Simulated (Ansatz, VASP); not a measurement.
**One calculation of Ge3Te2S, two programs**

```
Ge Te S
1.0
     5.40893    0.00000    0.00000
    -2.70446    4.68427    0.00000
     0.00000    0.00000    5.76237
Ge Te S
3 2 1
Direct
  0.33333 0.66667 0.00000
  0.66667 0.33333 0.00000
  0.00000 0.00000 0.50000
  0.33333 0.66667 0.50000
  0.66667 0.33333 0.50000
  0.00000 0.00000 0.00000
```

Alike in both runs: functional PBE; k mesh 12 × 12 × 8; occupations gaussian, width 0.1 eV; no spin polarisation.

Ansatz relaxed the structure, and its values are those at the end. VASP's run is a single point on that final structure, the one shown.

|  | VASP | Ansatz |
| --- | --- | --- |
| version | VASP 6.6.1 | Ansatz 0.2.0 |
| potentials or method | VASP PAW PBE potentials, release 64 (Ge_d, Te, S), cutoff 520 eV | scalar-relativistic, plane waves, PAW |
| valence electrons in the cell | 60 | 80 |

```tsv
	VASP	Ansatz	Ansatz less VASP
gap on the k mesh at the Fermi level (eV)	none	none	-
pressure (GPa)	0.0	0.0	+0.04
```

A gap of «none» marks a metal or a gap that the smearing closes. With one functional, cell and mesh, what is left measures potentials, basis and numerics. VASP's potentials hold 60 valence electrons a cell and Ansatz's 80, so a difference there can come from the potentials and not from the codes.

Neither program's run includes spin-orbit coupling.
